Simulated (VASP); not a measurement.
Runs of VASP 6.6.1 on CaO. The structure is that of space group Fm-3m (No. 225), or close to it. The cells are those of the table. 

```csv
task,cell,cutoff (eV),gap on the mesh (eV),pressure (GPa)
relaxation of cell and atoms,"relaxed to 4 GPa from a = 3.329 Å, angles 60.0°, 2 atoms",600,3.40,4.0
single point,"a = 3.312 Å, angles 60.0°, 2 atoms",520,3.41,3.1
relaxation of cell and atoms,"relaxed to 1 GPa from a = 3.329 Å, angles 60.0°, 2 atoms",600,3.42,1.0
single point,"a = 3.255 Å, angles 60.0°, 2 atoms",520,3.35,(b)
single point,"a = 3.226 Å, angles 60.0°, 2 atoms",520,(a),(c)
relaxation of cell and atoms,"relaxed to 7 GPa from a = 3.329 Å, angles 60.0°, 2 atoms",600,3.38,7.0
single point,"a = 3.321 Å, angles 60.0°, 2 atoms",520,3.41,2.0
```

Alike in all rows: level LDA; potentials or basis VASP PAW LDA potentials, release 64 (Ca_sv, O); no spin polarisation; k mesh 8 × 8 × 8; smearing gaussian 0.01 eV.

Question: Fill in the values left out.

Answer: (a) 3.32; (b) 11.3; (c) 16.5.

Caveats: the cell is relaxed towards a set pressure, so the run minimises the enthalpy, not the energy (at least some runs); the cell stands under pressure (at least some runs).

A k mesh can miss the band edges.
